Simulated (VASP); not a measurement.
# Hf (Fm-3m) in VASP: notebook

The runs below take Hf through single point, with PBE, revPBE, RPBE, BLYP.

Everything below comes from runs of VASP 6.6.1. Logs are shortened: lines on timing, memory, paths and dates and some standing lists are left out, and cuts for length are marked.

## 1. The cell of the first run

It takes space group Fm-3m (No. 225, cubic). The conventional cell has a = 4.482 Å, b = 4.482 Å, c = 4.482 Å, α = 90.00°, β = 90.00°, γ = 90.00°. Within 4.2 Å of Hf (site symmetry m-3m) lie 12 Hf at 3.17 Å.

## 2. Single point, PBE

INCAR reads:

```
ALGO = Fast
EDIFF = 1E-6
ENCUT = 520
GGA = PE
ISIF = 2
ISMEAR = -1
LASPH = T
LCHARG = F
LREAL = F
LWAVE = F
NBANDS = 11
NELM = 100
PREC = Accurate
SIGMA = 0.05
```

KPOINTS reads:

```
k-points
0
Gamma
  10 10 10
```

POSCAR reads:

```
Hf
1.0
    0.0000000000      2.2412272432      2.2412272432
    2.2412272432      0.0000000000      2.2412272432
    2.2412272432      2.2412272432      0.0000000000
Hf
1
Direct
    0.0000000000      0.0000000000      0.0000000000
```

Potentials or basis: VASP PAW PBE potentials, release 64 (Hf_pv).

On the command line:

```
cat potpaw_PBE.64/Hf_pv/POTCAR > POTCAR
mpirun -np 1 vasp_std > vasp.out
```

OUTCAR:

```text
EDIFF = 1E-6
   ENCUT = 520
   GGA = PE
   ISIF = 2
   ISMEAR = -1
   LASPH = T
   LREAL = F
   NELM = 100
   PREC = Accurate

 ion  position               nearest neighbor table
   1  0.000  0.000  0.000-

  LATTYP: Found a face centered cubic cell.
 ALAT       =     4.4824544864

  Lattice vectors:

 A1 = (   0.0000000000,   2.2412272432,   2.2412272432)
 A2 = (   2.2412272432,   0.0000000000,   2.2412272432)
 A3 = (   2.2412272432,   2.2412272432,   0.0000000000)

Analysis of symmetry for initial positions (statically):
=====================================================================
 Subroutine PRICEL returns:
 Original cell was already a primitive cell.

 Routine SETGRP: Setting up the symmetry group for a
 face centered cubic supercell.

 Subroutine GETGRP returns: Found 48 space group operations
 (whereof 48 operations were pure point group operations)
 out of a pool of 48 trial point group operations.

The static configuration has the point symmetry O_h .

Analysis of symmetry for dynamics (positions and initial velocities):
=====================================================================
 Subroutine PRICEL returns:
 Original cell was already a primitive cell.

 Routine SETGRP: Setting up the symmetry group for a
 face centered cubic supercell.

 Subroutine GETGRP returns: Found 48 space group operations
 (whereof 48 operations were pure point group operations)
 out of a pool of 48 trial point group operations.

The dynamic configuration has the point symmetry O_h .

 Subroutine INISYM returns: Found 48 space group operations
 (whereof 48 operations are pure point group operations),
 and found     1 'primitive' translations

----------------------------------------------------------------------------------------

                                     Primitive cell

  volume of cell :      22.5158

  direct lattice vectors                    reciprocal lattice vectors
     0.000000000  2.241227243  2.241227243    -0.223092059  0.223092059  0.223092059
     2.241227243  0.000000000  2.241227243     0.223092059 -0.223092059  0.223092059
     2.241227243  2.241227243  0.000000000     0.223092059  0.223092059 -0.223092059

  length of vectors
     3.169573964  3.169573964  3.169573964     0.386406781  0.386406781  0.386406781

  position of ions in fractional coordinates (direct lattice)
     0.000000000  0.000000000  0.000000000

  ion indices of the primitive-cell ions
   primitive index   ion index
                 1           1

----------------------------------------------------------------------------------------

 KPOINTS: k-points

Automatic generation of k-mesh.
 Grid dimensions read from file:
 generate k-points for:   10   10   10

 Generating k-lattice:

  Cartesian coordinates                     Fractional coordinates (reciprocal lattice)
    -0.022309206  0.022309206  0.022309206     0.100000000  0.000000000  0.000000000
     0.022309206 -0.022309206  0.022309206     0.000000000  0.100000000  0.000000000
     0.022309206  0.022309206 -0.022309206     0.000000000  0.000000000  0.100000000

  Length of vectors
     0.038640678  0.038640678  0.038640678

  Shift w.r.t. Gamma in fractional coordinates (k-lattice)
     0.000000000  0.000000000  0.000000000

 Subroutine IBZKPT returns following result:
 ===========================================

 Found     47 irreducible k-points:

 Following reciprocal coordinates:
            Coordinates               Weight
  0.000000  0.000000  0.000000      1.000000
  0.100000  0.000000  0.000000      8.000000
  0.200000  0.000000  0.000000      8.000000
  0.300000  0.000000  0.000000      8.000000
  0.400000  0.000000  0.000000      8.000000
  0.500000  0.000000  0.000000      4.000000
[... 16 lines left out ...]
  0.300000  0.300000  0.000000      6.000000
  0.400000  0.300000  0.000000     24.000000
 [... further k-points ...]
   k-points           NKPTS =     47   k-points in BZ     NKDIM =     47   number of bands    NBANDS=     11
   number of dos      NEDOS =    301   number of ions     NIONS =      1
   total plane-waves  NPLWV =  13824
   dimension x,y,z NGX =    24 NGY =   24 NGZ =   24
   dimension x,y,z NGXF=    48 NGYF=   48 NGZF=   48
   ions per type =               1
   NGX,Y,Z   is equivalent  to a cutoff of  12.59, 12.59, 12.59 a.u.
   NGXF,Y,Z  is equivalent  to a cutoff of  25.18, 25.18, 25.18 a.u.
 SYSTEM =  unknown system
   PREC   = accura    normal or accurate (medium, high low for compatibility)
   ISTART =      0    job   : 0-new  1-cont  2-samecut
   ICHARG =      2    charge: 1-file 2-atom 10-const
   ISPIN  =      1    spin polarized calculation?
   LNONCOLLINEAR =      F non collinear calculations
   LSORBIT =      F    spin-orbit coupling
   LASPH  =      T    aspherical Exc in radial PAW
   ENCUT  =  520.0 eV  38.22 Ry    6.18 a.u.   5.89  5.89  5.89*2*pi/ulx,y,z
   NELM   =    100;   NELMIN=  2; NELMDL= -5     # of ELM steps
   EDIFF  = 0.1E-05   stopping-criterion for ELM
   LREAL  =      F    real-space projection
   EDIFFG = 0.1E-04   stopping-criterion for IOM
   NSW    =      0    number of steps for IOM
   IBRION =     -1    ionic relax: 0-MD 1-quasi-New 2-CG
   NFREE  =      0    steps in history (QN), initial steepest desc. (CG)
   ISIF   =      2    stress and relaxation
   ISYM   =      2    0-nonsym 1-usesym 2-fastsym
   POTIM  = 0.5000    time-step for ionic-motion
   TEBEG  =    0.0;   TEEND  =   0.0 temperature during run
   PSTRESS=    0.0 pullay stress
   NELECT =      10.0000    total number of electrons
   NUPDOWN=      -1.0000    fix difference up-down
   EMIN   =  10.00;   EMAX   =-10.00  energy-range for DOS
   EFERMI =   0.00;   METHOD = LEGACY
   ISMEAR =    -1;   SIGMA  =   0.05  broadening in eV -4-tet -1-fermi 0-gaus
   EFERMI_NEDOS =   21; number of points for ismear=-14 and -15
   IALGO  =     68    algorithm
   IMIX   =      4    mixing-type and parameters
     AMIX     =   0.40;   BMIX     =  1.00
     AMIX_MAG =   1.60;   BMIX_MAG =  1.00
  volume/ion in A,a.u.               =      22.52       151.94
  Fermi-wavevector in a.u.,A,eV,Ry     =   1.249047  2.360357 21.226715  1.560120
  Thomas-Fermi vector in A             =   2.383106
   LORBIT       =      0    0 simple, 1 ext, 2 COOP (PROOUT), +10 PAW based schemes
   GGA     = PE    functional components
   LHFCALC =     F    Hartree Fock is set to
   AEXX    =    0.0000 exact exchange contribution
   IVDW    =     0    specifies the selected vdW correction
   LEPSILON=     F    determine dielectric tensor
   LRPA    =     F    only Hartree local field effects (RPA)
 non-spin polarized calculation
 RMM-DIIS sequential band-by-band and
  energy-cutoff  :      520.00
  volume of cell :       22.52
 maximum number of plane-waves:       620
   NGX = 11   NGY = 11   NGZ = 11

 number of electron      10.0000000 magnetization

 number of electron       9.9999999 magnetization

 Free energy of the ion-electron system (eV)
  ---------------------------------------------------
  ext. energy  EPLUGINS =         0.00000000
  ---------------------------------------------------
  free energy    TOTEN  =        -9.85968369 eV

  energy without entropy =       -9.84772283  energy(sigma->0) =       -9.85370326

 E-fermi :   4.7022     XC(G=0): -11.2554

 val. band max:        4.6822435358   @ k =   0.3000   0.0000   0.0000
 cond. band min:       4.7495702763   @ k =  -0.2000   0.1000   0.0000
 fundamental gap:      0.0673267404
 Fermi energy:         4.7021631506

 k-point     1 :       0.0000    0.0000    0.0000
  band No.  band energies     occupation
      1     -25.3345      2.00000
      2     -25.3345      2.00000
      3     -25.3345      2.00000
      4      -2.4919      2.00000
      5       6.1013      0.00000
      6       6.1013      0.00000
      7       6.1013      0.00000
      8       8.8683      0.00000
      9       8.8683      0.00000
     10      15.9925      0.00000
     11      17.7489      0.00000

 k-point     2 :       0.1000    0.0000    0.0000
  band No.  band energies     occupation
      1     -25.4149      2.00000
      2     -25.3447      2.00000
      3     -25.3447      2.00000
      4      -2.1489      2.00000
      5       5.7653      0.00000
      6       6.2585      0.00000
      7       6.2585      0.00000
      8       8.7047      0.00000
      9       8.7047      0.00000
     10      16.7291      0.00000
     11      18.8653      0.00000

 k-point     3 :       0.2000    0.0000    0.0000
  band No.  band energies     occupation
      1     -25.6206      2.00000
      2     -25.3714      2.00000
      3     -25.3714      2.00000
      4      -1.2164      2.00000
      5       5.0995      0.00071
      6       6.4868      0.00000
      7       6.4868      0.00000
      8       8.6220      0.00000
      9       8.6220      0.00000
     10      16.7365      0.00000
     11      18.8218      0.00000

 k-point     4 :       0.3000    0.0000    0.0000
  band No.  band energies     occupation
      1     -25.8655      2.00000
      2     -25.4042      2.00000
      3     -25.4042      2.00000
      4      -0.0246      2.00000
      5       4.6822      1.19660
      6       6.3198      0.00000
      7       6.3198      0.00000
      8       9.3009      0.00000
      9       9.3009      0.00000
     10      15.3628      0.00000
     11      18.8446      0.00000
[... 239 lines left out ...]
 k-point    22 :      -0.2000    0.2000    0.0000
  band No.  band energies     occupation
      1     -25.8265      2.00000
      2     -25.5569      2.00000
      3     -25.4003      2.00000
      4       0.5799      2.00000
      5       4.4099      1.99423
      6       5.5453      0.00000
      7       7.2644      0.00000
      8       7.7071      0.00000
      9      10.8444      0.00000
     10      16.7848      0.00000
     11      19.3265      0.00000

 k-point    23 :       0.3000    0.3000    0.0000
  band No.  band energies     occupation
      1     -25.8401      2.00000
      2     -25.5229      2.00000
      3     -25.5229      2.00000
      4       0.7229      2.00000
      5       3.5049      2.00000
      6       5.7677      0.00000
      7       8.5010      0.00000
      8       8.5010      0.00000
      9      10.1390      0.00000
     10      18.2326      0.00000
     11      19.0967      0.00000

 k-point    24 :       0.4000    0.3000    0.0000
  band No.  band energies     occupation
      1     -25.9424      2.00000
      2     -25.5804      2.00000
      3     -25.5547      2.00000
      4       1.4169      2.00000
      5       3.2297      2.00000
      6       5.5294      0.00000
      7       8.7609      0.00000
      8       9.7407      0.00000
      9      10.8194      0.00000
     10      16.2946      0.00000
     11      17.9619      0.00000

 [... further k-points ...]
[... 5 lines left out ...]
  --------------------------------------------------------------------------------------
  -------------------------------------------------------------------------------------
  Total       -0.0640573     -0.0640573     -0.0640573     -0.0000000      0.0000000      0.0000000
  in kB       -4.5581828     -4.5581828     -4.5581828     -0.0000000      0.0000000      0.0000000
  external PRESSURE =      -4.5581828 kB  Pullay stress =       0.0000000 kB

 VOLUME and BASIS-vectors are now :
 -----------------------------------------------------------------------------
  energy-cutoff  :      520.00
  volume of cell :       22.52
      direct lattice vectors                 reciprocal lattice vectors
     0.000000000  2.241227243  2.241227243    -0.223092059  0.223092059  0.223092059
     2.241227243  0.000000000  2.241227243     0.223092059 -0.223092059  0.223092059
     2.241227243  2.241227243  0.000000000     0.223092059  0.223092059 -0.223092059

 POSITION                                       TOTAL-FORCE (eV/Angst)
 -----------------------------------------------------------------------------------
      0.00000      0.00000      0.00000         0.000000     -0.000000      0.000000
 -----------------------------------------------------------------------------------
    total drift:                                0.000000      0.000000      0.000000

  FREE ENERGIE OF THE ION-ELECTRON SYSTEM (eV)
  ---------------------------------------------------
  free  energy   TOTEN  =        -9.8596836890 eV

  energy  without entropy=       -9.8477228323  energy(sigma->0) =       -9.85370326
```

Run time: 12 s. Hardware: 1 thread of Intel Xeon 8259CL, shared host; peak memory 0.14 GiB.

Results:

```yaml
Free_energy: -9.8597 eV
Pressure: -0.5 GPa
Band_gap_on_the_k_mesh: zero (band 5 reaches 6.10 eV, above the bottom of band 6 at 4.31 eV)
```

Caveat: spin-orbit coupling is left out, which moves the levels of the heavy elements.

(Continued in part 2 of 2.)
